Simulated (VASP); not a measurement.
# Te2Mo (P6_3/mmc) in VASP: further runs

The runs below take Te2Mo through single point, relaxation of shape and atoms at fixed volume, with PBE+D3(BJ).

All numbers are computed with VASP 6.6.1; they aren't measurements. Logs are shortened: lines on timing, memory, paths and dates and some standing lists are left out, and cuts for length are marked.

**1. The cell of the first run**

It takes space group P6_3/mmc (No. 194, hexagonal). Conventional cell: a = 3.545 Å, b = 3.545 Å, c = 14.659 Å, α = 90.00°, β = 90.00°, γ = 120.00°. Te (site symmetry 3m) has 3 Mo at 2.73 Å and 6 Te at 3.55 Å within 3.6 Å. Mo (site symmetry -6m2) has 6 Te at 2.73 Å and 6 Mo at 3.55 Å within 3.6 Å.

**2. Single point, PBE+D3(BJ) (volume scaled by 1.10, then relaxed in part)**

The input, INCAR:

```
SYSTEM = Te2Mo
PREC = Accurate ; ENCUT = 520
EDIFF = 1E-7 ; ISMEAR = 0
SIGMA = 0.02 ; LREAL = .FALSE.
LASPH = .TRUE. ; NELM = 100
ALGO = Normal ; ISIF = 2
LWAVE = .FALSE. ; LCHARG = .TRUE.
GGA = PE ; IVDW = 12
LELF = .TRUE. ; LVHAR = .TRUE.
NBANDS = 35
```

The input, KPOINTS:

```
Automatic mesh
0
G
  9 9 2
  0 0 0
```

The input, POSCAR:

```
Te2Mo
1.0
    3.5452957524      0.0000000000      0.0000000000
   -1.7726478762      3.0703161855      0.0000000000
    0.0000000000      0.0000000000     14.6588311106
Te Mo
4 2
Direct
    0.3333333333      0.6666666667      0.6265368681
    0.6666666667      0.3333333333      0.1265368681
    0.3333333333      0.6666666667      0.8734631319
    0.6666666667      0.3333333333      0.3734631319
    0.3333333333      0.6666666667      0.2500000000
    0.6666666667      0.3333333333      0.7500000000
```

Potentials or basis: VASP PAW PBE potentials, release 64 (Te, Mo_sv).

On the command line:

```bash
> cat potpaw_PBE.64/Te/POTCAR potpaw_PBE.64/Mo_sv/POTCAR > POTCAR
> mpirun -np 1 vasp_std > vasp.out
```

OUTCAR:

```text
SYSTEM = Te2Mo
   PREC = Accurate
   ENCUT = 520
   EDIFF = 1E-7
   ISMEAR = 0
   LREAL = .FALSE.
   LASPH = .TRUE.
   NELM = 100
   ISIF = 2
   GGA = PE
   IVDW = 12
 IVDW          = 12

 ion  position               nearest neighbor table
   1  0.333  0.667  0.627-   6 2.73   6 2.73   6 2.73   3 3.62
   2  0.667  0.333  0.127-   5 2.73   5 2.73   5 2.73   4 3.62
   3  0.333  0.667  0.873-   6 2.73   6 2.73   6 2.73   1 3.62
   4  0.667  0.333  0.373-   5 2.73   5 2.73   5 2.73   2 3.62
   5  0.333  0.667  0.250-   2 2.73   4 2.73   2 2.73   4 2.73   2 2.73   4 2.73
   6  0.667  0.333  0.750-   1 2.73   3 2.73   1 2.73   3 2.73   1 2.73   3 2.73

  LATTYP: Found a hexagonal cell.
 ALAT       =     3.5452957524
 C/A-ratio  =     4.1347272934

  Lattice vectors:

 A1 = (   3.5452957524,   0.0000000000,   0.0000000000)
 A2 = (  -1.7726478762,   3.0703161855,   0.0000000000)
 A3 = (   0.0000000000,   0.0000000000,  14.6588311106)

Analysis of symmetry for initial positions (statically):
=====================================================================
 Subroutine PRICEL returns:
 Original cell was already a primitive cell.

 Routine SETGRP: Setting up the symmetry group for a
 hexagonal supercell.

 Subroutine GETGRP returns: Found 24 space group operations
 (whereof 12 operations were pure point group operations)
 out of a pool of 24 trial point group operations.

The static configuration has the point symmetry D_3d.
 The point group associated with its full space group is D_6h.

Analysis of symmetry for dynamics (positions and initial velocities):
=====================================================================
 Subroutine PRICEL returns:
 Original cell was already a primitive cell.

 Routine SETGRP: Setting up the symmetry group for a
 hexagonal supercell.

 Subroutine GETGRP returns: Found 24 space group operations
 (whereof 12 operations were pure point group operations)
 out of a pool of 24 trial point group operations.

The dynamic configuration has the point symmetry D_3d.
 The point group associated with its full space group is D_6h.

 Subroutine INISYM returns: Found 24 space group operations
 (whereof 12 operations are pure point group operations),
 and found     1 'primitive' translations

----------------------------------------------------------------------------------------

                                     Primitive cell

  volume of cell :     159.5640

  direct lattice vectors                    reciprocal lattice vectors
     3.545295752  0.000000000  0.000000000     0.282063915  0.162849677  0.000000000
    -1.772647876  3.070316185  0.000000000     0.000000000  0.325699355  0.000000000
     0.000000000  0.000000000 14.658831111     0.000000000  0.000000000  0.068218263

  length of vectors
     3.545295752  3.545295752 14.658831111     0.325699355  0.325699355  0.068218263

  position of ions in fractional coordinates (direct lattice)
     0.333333333  0.666666667  0.626536868
     0.666666667  0.333333333  0.126536868
     0.333333333  0.666666667  0.873463132
     0.666666667  0.333333333  0.373463132
     0.333333333  0.666666667  0.250000000
     0.666666667  0.333333333  0.750000000

  ion indices of the primitive-cell ions
   primitive index   ion index
                 1           1
                 2           2
                 3           3
                 4           4
                 5           5
                 6           6

----------------------------------------------------------------------------------------

 KPOINTS: Automatic mesh

Automatic generation of k-mesh.
 Grid dimensions read from file:
 generate k-points for:    9    9    2

 Generating k-lattice:

  Cartesian coordinates                     Fractional coordinates (reciprocal lattice)
     0.031340435  0.018094409  0.000000000     0.111111111  0.000000000  0.000000000
     0.000000000  0.036188817  0.000000000     0.000000000  0.111111111  0.000000000
     0.000000000  0.000000000  0.034109132     0.000000000  0.000000000  0.500000000

  Length of vectors
     0.036188817  0.036188817  0.034109132

  Shift w.r.t. Gamma in fractional coordinates (k-lattice)
     0.000000000  0.000000000  0.000000000

 Subroutine IBZKPT returns following result:
 ===========================================

 Found     24 irreducible k-points:

 Following reciprocal coordinates:
            Coordinates               Weight
  0.000000  0.000000  0.000000      1.000000
  0.111111 -0.000000  0.000000      6.000000
  0.222222  0.000000  0.000000      6.000000
  0.333333 -0.000000  0.000000      6.000000
  0.444444  0.000000  0.000000      6.000000
  0.111111  0.111111  0.000000      6.000000
[... 16 lines left out ...]
  0.333333  0.222222  0.500000     12.000000
  0.333333  0.333333  0.500000      2.000000
   k-points           NKPTS =     24   k-points in BZ     NKDIM =     24   number of bands    NBANDS=     35
   number of dos      NEDOS =    301   number of ions     NIONS =      6
   total plane-waves  NPLWV =  87808
   dimension x,y,z NGX =    28 NGY =   28 NGZ =  112
   dimension x,y,z NGXF=    56 NGYF=   56 NGZF=  224
   ions per type =               4   2
   NGX,Y,Z   is equivalent  to a cutoff of  13.13, 13.13, 12.70 a.u.
   NGXF,Y,Z  is equivalent  to a cutoff of  26.26, 26.26, 25.40 a.u.
 SYSTEM =  Te2Mo
   PREC   = accura    normal or accurate (medium, high low for compatibility)
   ISTART =      0    job   : 0-new  1-cont  2-samecut
   ICHARG =      2    charge: 1-file 2-atom 10-const
   ISPIN  =      1    spin polarized calculation?
   LNONCOLLINEAR =      F non collinear calculations
   LSORBIT =      F    spin-orbit coupling
   LASPH  =      T    aspherical Exc in radial PAW
   ENCUT  =  520.0 eV  38.22 Ry    6.18 a.u.   6.59  6.59 27.26*2*pi/ulx,y,z
   NELM   =    100;   NELMIN=  2; NELMDL= -5     # of ELM steps
   EDIFF  = 0.1E-06   stopping-criterion for ELM
   LREAL  =      F    real-space projection
   EDIFFG = 0.1E-05   stopping-criterion for IOM
   NSW    =      0    number of steps for IOM
   IBRION =     -1    ionic relax: 0-MD 1-quasi-New 2-CG
   NFREE  =      0    steps in history (QN), initial steepest desc. (CG)
   ISIF   =      2    stress and relaxation
   ISYM   =      2    0-nonsym 1-usesym 2-fastsym
   POTIM  = 0.5000    time-step for ionic-motion
   TEBEG  =    0.0;   TEEND  =   0.0 temperature during run
   PSTRESS=    0.0 pullay stress
   NELECT =      52.0000    total number of electrons
   NUPDOWN=      -1.0000    fix difference up-down
   EMIN   =  10.00;   EMAX   =-10.00  energy-range for DOS
   EFERMI =   0.00;   METHOD = LEGACY
   ISMEAR =     0;   SIGMA  =   0.02  broadening in eV -4-tet -1-fermi 0-gaus
   EFERMI_NEDOS =   21; number of points for ismear=-14 and -15
   IALGO  =     38    algorithm
   IMIX   =      4    mixing-type and parameters
     AMIX     =   0.40;   BMIX     =  1.00
     AMIX_MAG =   1.60;   BMIX_MAG =  1.00
  volume/ion in A,a.u.               =      26.59       179.47
  Fermi-wavevector in a.u.,A,eV,Ry     =   1.126586  2.128939 17.268457  1.269196
  Thomas-Fermi vector in A             =   2.263268
   LORBIT       =      0    0 simple, 1 ext, 2 COOP (PROOUT), +10 PAW based schemes
   GGA     = PE    functional components
   LHFCALC =     F    Hartree Fock is set to
   AEXX    =    0.0000 exact exchange contribution
   IVDW    =    12    specifies the selected vdW correction
   LEPSILON=     F    determine dielectric tensor
   LRPA    =     F    only Hartree local field effects (RPA)
 non-spin polarized calculation
 Gauss-broadening in eV      SIGMA  =   0.02
  energy-cutoff  :      520.00
  volume of cell :      159.56
 maximum number of plane-waves:      4387
 NGX is ok and might be reduce to    28
   NGX = 13   NGY = 13   NGZ = 55

 number of electron      52.0000003 magnetization

 Free energy of the ion-electron system (eV)
  ---------------------------------------------------
  ext. energy  EPLUGINS =         0.00000000
  ---------------------------------------------------
  free energy    TOTEN  =       -36.06506610 eV

  energy without entropy =      -36.06506610  energy(sigma->0) =      -36.06506610

 E-fermi :   7.4723     XC(G=0): -10.0634

 val. band max:        7.2602272635   @ k =   0.3333   0.3333   0.0000
 cond. band min:       8.2104778878   @ k =   0.2222   0.2222   0.0000
 fundamental gap:      0.9502506243
 Fermi energy:         7.4722905280

 k-point     1 :       0.0000    0.0000    0.0000
  band No.  band energies     occupation
      1     -53.4856      2.00000
      2     -53.4856      2.00000
      3     -27.6368      2.00000
      4     -27.6368      2.00000
      5     -27.5269      2.00000
      6     -27.5269      2.00000
[... 27 lines left out ...]
     34      10.6022      0.00000
     35      12.6809      0.00000

 k-point     2 :       0.1111   -0.0000    0.0000
  band No.  band energies     occupation
      1     -53.4846      2.00000
      2     -53.4846      2.00000
      3     -27.6337      2.00000
      4     -27.6337      2.00000
      5     -27.5409      2.00000
      6     -27.5409      2.00000
[... 27 lines left out ...]
     34      10.4622      0.00000
     35      13.2107      0.00000

 k-point     3 :       0.2222    0.0000    0.0000
  band No.  band energies     occupation
      1     -53.4820      2.00000
      2     -53.4820      2.00000
      3     -27.6260      2.00000
      4     -27.6260      2.00000
      5     -27.5761      2.00000
      6     -27.5761      2.00000
[... 27 lines left out ...]
     34      10.7499      0.00000
     35      13.3508      0.00000
[... 723 lines left out ...]
 k-point    23 :       0.3333    0.2222    0.5000
  band No.  band energies     occupation
      1     -53.4764      2.00000
      2     -53.4764      2.00000
      3     -27.6277      2.00000
      4     -27.6277      2.00000
      5     -27.6090      2.00000
      6     -27.6090      2.00000
[... 27 lines left out ...]
     34      10.8761      0.00000
     35      12.1940      0.00000

 k-point    24 :       0.3333    0.3333    0.5000
  band No.  band energies     occupation
      1     -53.4758      2.00000
      2     -53.4758      2.00000
      3     -27.6167      2.00000
      4     -27.6167      2.00000
      5     -27.6074      2.00000
      6     -27.6074      2.00000
[... 27 lines left out ...]
     34      10.9755      0.00000
     35      12.2439      0.00000

------------------------ aborting loop because EDIFF is reached ----------------------------------------

 Edisp (eV)   -3.02608

 E8    (eV) :    -1.3971

  FORCE on cell =-STRESS in cart. coord.  units (eV):
  Direction    XX          YY          ZZ          XY          YZ          ZX
  --------------------------------------------------------------------------------------
  -------------------------------------------------------------------------------------
  Total      -2.43531    -2.43531    -2.34328     0.00000     0.00000    -0.00000
  in kB     -24.45283   -24.45283   -23.52881     0.00000     0.00000    -0.00000
  external pressure =      -24.14 kB  Pullay stress =        0.00 kB

 VOLUME and BASIS-vectors are now :
 -----------------------------------------------------------------------------
  energy-cutoff  :      520.00
  volume of cell :      159.56
      direct lattice vectors                 reciprocal lattice vectors
     3.545295752  0.000000000  0.000000000     0.282063915  0.162849677  0.000000000
    -1.772647876  3.070316185  0.000000000     0.000000000  0.325699355  0.000000000
     0.000000000  0.000000000 14.658831111     0.000000000  0.000000000  0.068218263

 POSITION                                       TOTAL-FORCE (eV/Angst)
 -----------------------------------------------------------------------------------
     -0.00000      2.04688      9.18430         0.000000     -0.000000     -0.013010
      1.77265      1.02344      1.85488         0.000000      0.000000     -0.013010
     -0.00000      2.04688     12.80395         0.000000     -0.000000      0.013010
      1.77265      1.02344      5.47453         0.000000      0.000000      0.013010
     -0.00000      2.04688      3.66471        -0.000000      0.000000     -0.000000
      1.77265      1.02344     10.99412         0.000000     -0.000000     -0.000000
 -----------------------------------------------------------------------------------
    total drift:                               -0.000000      0.000000     -0.000000

  FREE ENERGIE OF THE ION-ELECTRON SYSTEM (eV)
  ---------------------------------------------------
  free  energy   TOTEN  =       -39.0911454650 eV

  energy  without entropy=      -39.0911454650  energy(sigma->0) =      -39.09114547
```

It took 98 s on 1 thread of Intel Xeon 6975P-C (Granite Rapids), shared host; peak memory 0.35 GiB.

What came out:

* Free energy: -39.0911 eV
* Pressure: -2.4 GPa
* Largest force: 0.013 eV/Å
* Band gap on the k mesh: 0.95 eV, indirect (least direct gap 1.03 eV)
* Dispersion energy per atom: -0.504 eV

Forces in eV/Å, atoms in the order of the input:
```
Te   0.000  0.000 -0.013
Te   0.000  0.000 -0.013
Te   0.000  0.000  0.013
Te   0.000  0.000  0.013
Mo   0.000  0.000  0.000
Mo   0.000  0.000  0.000
```

Caveat: the cell differs from its parent crystal (volume scaled by 1.10, then relaxed in part); spin-orbit coupling is left out, which moves the levels of the heavy elements.

**3. Relaxation of shape and atoms at fixed volume, PBE+D3(BJ) (volume scaled by 0.97)**

The input, INCAR:

```
SYSTEM = Te2Mo
  ALGO = Normal
  EDIFF = 1E-7
  EDIFFG = -0.01
  ENCUT = 600
  GGA = PE
  IBRION = 2
  ISIF = 4
  ISMEAR = 0
  IVDW = 12
  LASPH = .True.
  LCHARG = .False.
  LREAL = .False.
  LWAVE = .False.
  NELM = 100
  NSW = 50
  PREC = Accurate
  SIGMA = 0.02
```

The input, KPOINTS:

```
k-points
0
Gamma
  9 9 2
  0 0 0
```

The input, POSCAR:

```
Te2Mo
1.0
    3.4610553541      0.0000000000      0.0000000000
   -1.7305276770      2.9973618605      0.0000000000
    0.0000000000      0.0000000000     13.5633272580
Te Mo
4 2
Direct
    0.3333333333      0.6666666667      0.6173473944
    0.6666666667      0.3333333333      0.1173473944
    0.3333333333      0.6666666667      0.8826526056
    0.6666666667      0.3333333333      0.3826526056
    0.3333333333      0.6666666667      0.2500000000
    0.6666666667      0.3333333333      0.7500000000
```

Potentials or basis: VASP PAW PBE potentials, release 64 (Te, Mo_sv).

On the command line:

```bash
> cat potpaw_PBE.64/Te/POTCAR potpaw_PBE.64/Mo_sv/POTCAR > POTCAR
> mpirun -np 1 vasp_std > vasp.out
```

OUTCAR:

```text
SYSTEM = Te2Mo
   EDIFF = 1E-7
   EDIFFG = -0.01
   ENCUT = 600
   GGA = PE
   IBRION = 2
   ISIF = 4
   ISMEAR = 0
   IVDW = 12
   LASPH = .True.
   LREAL = .False.
   NELM = 100
   NSW = 50
   PREC = Accurate
 IVDW          = 12

 ion  position               nearest neighbor table
   1  0.333  0.667  0.617-   6 2.69   6 2.69   6 2.69   3 3.60
   2  0.667  0.333  0.117-   5 2.69   5 2.69   5 2.69   4 3.60
   3  0.333  0.667  0.883-   6 2.69   6 2.69   6 2.69   1 3.60
   4  0.667  0.333  0.383-   5 2.69   5 2.69   5 2.69   2 3.60
   5  0.333  0.667  0.250-   2 2.69   4 2.69   2 2.69   4 2.69   2 2.69   4 2.69
   6  0.667  0.333  0.750-   1 2.69   3 2.69   1 2.69   3 2.69   1 2.69   3 2.69

  LATTYP: Found a hexagonal cell.
 ALAT       =     3.4610553541
 C/A-ratio  =     3.9188414718

  Lattice vectors:

 A1 = (   3.4610553541,   0.0000000000,   0.0000000000)
 A2 = (  -1.7305276770,   2.9973618605,   0.0000000000)
 A3 = (   0.0000000000,   0.0000000000,  13.5633272580)

Analysis of symmetry for initial positions (statically):
=====================================================================
 Subroutine PRICEL returns:
 Original cell was already a primitive cell.

 Routine SETGRP: Setting up the symmetry group for a
 hexagonal supercell.

 Subroutine GETGRP returns: Found 24 space group operations
 (whereof 12 operations were pure point group operations)
 out of a pool of 24 trial point group operations.

[... 148 lines left out ...]
   GGA     = PE    functional components
   LHFCALC =     F    Hartree Fock is set to
   AEXX    =    0.0000 exact exchange contribution
   IVDW    =    12    specifies the selected vdW correction
   LEPSILON=     F    determine dielectric tensor
   LRPA    =     F    only Hartree local field effects (RPA)
 conjugate gradient relaxation of ions
 non-spin polarized calculation
 Gauss-broadening in eV      SIGMA  =   0.02
  energy-cutoff  :      600.00
  volume of cell :      140.71
 maximum number of plane-waves:      4716
 NGX is ok and might be reduce to    28
   NGX = 13   NGY = 13   NGZ = 55

--------------------------------------- Ionic step        1  -------------------------------------------

 number of electron      52.0000002 magnetization

 Free energy of the ion-electron system (eV)
  ---------------------------------------------------
  ext. energy  EPLUGINS =         0.00000000
  ---------------------------------------------------
  free energy    TOTEN  =       -35.75785722 eV

  energy without entropy =      -35.75785722  energy(sigma->0) =      -35.75785722

------------------------ aborting loop because EDIFF is reached ----------------------------------------

 Edisp (eV)   -3.42725

 E8    (eV) :    -1.5786
[... 211 lines left out ...]
--------------------------------------- Ionic step        6  -------------------------------------------

 number of electron      52.0000001 magnetization

 Free energy of the ion-electron system (eV)
  ---------------------------------------------------
  ext. energy  EPLUGINS =         0.00000000
  ---------------------------------------------------
  free energy    TOTEN  =       -35.78440645 eV

  energy without entropy =      -35.78440645  energy(sigma->0) =      -35.78440645

 E-fermi :   9.3380     XC(G=0): -10.8140

 val. band max:        9.1287659835   @ k =   0.1111   0.0000   0.0000
 cond. band min:       9.6781452185   @ k =   0.2222   0.2222   0.0000
 fundamental gap:      0.5493792350
 Fermi energy:         9.3379752694

 k-point     1 :       0.0000    0.0000    0.0000
  band No.  band energies     occupation
      1     -51.7841      2.00000
      2     -51.7841      2.00000
      3     -25.9757      2.00000
      4     -25.9756      2.00000
      5     -25.8167      2.00000
      6     -25.8167      2.00000
[... 842 lines left out ...]
  FREE ENERGIE OF THE ION-ELECTRON SYSTEM (eV)
  ---------------------------------------------------
  free  energy   TOTEN  =       -39.2110881587 eV

  energy  without entropy=      -39.2110881587  energy(sigma->0) =      -39.21108816

 reached required accuracy - stopping structural energy minimisation
```

It took 6.2 min on 1 thread of Intel Xeon 6975P-C (Granite Rapids), shared host; peak memory 0.35 GiB.

What came out:

* Free energy: -39.2111 eV
* Energy gained by relaxing: 4.3 meV/atom
* Ionic steps: 6
* Pressure after relaxing: 1.5 GPa
* Largest force after relaxing: 0.004 eV/Å
* Band gap on the k mesh: 0.55 eV, indirect (least direct gap 0.90 eV)
* Dispersion energy per atom: -0.571 eV

Forces on the atoms (eV/Å):
```
Te   0.000  0.000 -0.004
Te   0.000  0.000 -0.004
Te   0.000  0.000  0.004
Te   0.000  0.000  0.004
Mo   0.000  0.000  0.000
Mo   0.000  0.000  0.000
```

Step by step:
| step | energy change (eV) | largest force (eV/Å) | pressure (GPa) | volume (Å³) |
| --- | --- | --- | --- | --- |
| 1 | 0.0000 | 0.4388 | 3.40 | 140.71 |
| 2 | -0.0196 | 0.0426 | 1.90 | 140.71 |
| 3 | -0.0196 | 0.0538 | 1.94 | 140.71 |
| 4 | -0.0242 | 0.0314 | 1.74 | 140.71 |
| 5 | -0.0259 | 0.0014 | 1.46 | 140.71 |
| 6 | -0.0260 | 0.0043 | 1.51 | 140.71 |

Final structure:
```
Te Mo
1.0
     3.47103    0.00000    0.00000
    -1.73551    3.00600    0.00000
     0.00000    0.00000   13.48550
Te Mo
4 2
Cartesian
  0.0000 2.0040 8.2928
  1.7355 1.0020 1.5500
  0.0000 2.0040 11.9355
  1.7355 1.0020 5.1927
  0.0000 2.0040 3.3714
  1.7355 1.0020 10.1141
```

Caveat: the cell differs from its parent crystal (volume scaled by 0.97); spin-orbit coupling is left out, which moves the levels of the heavy elements. A k mesh can miss the band edges.

[end of part 1 of 2]
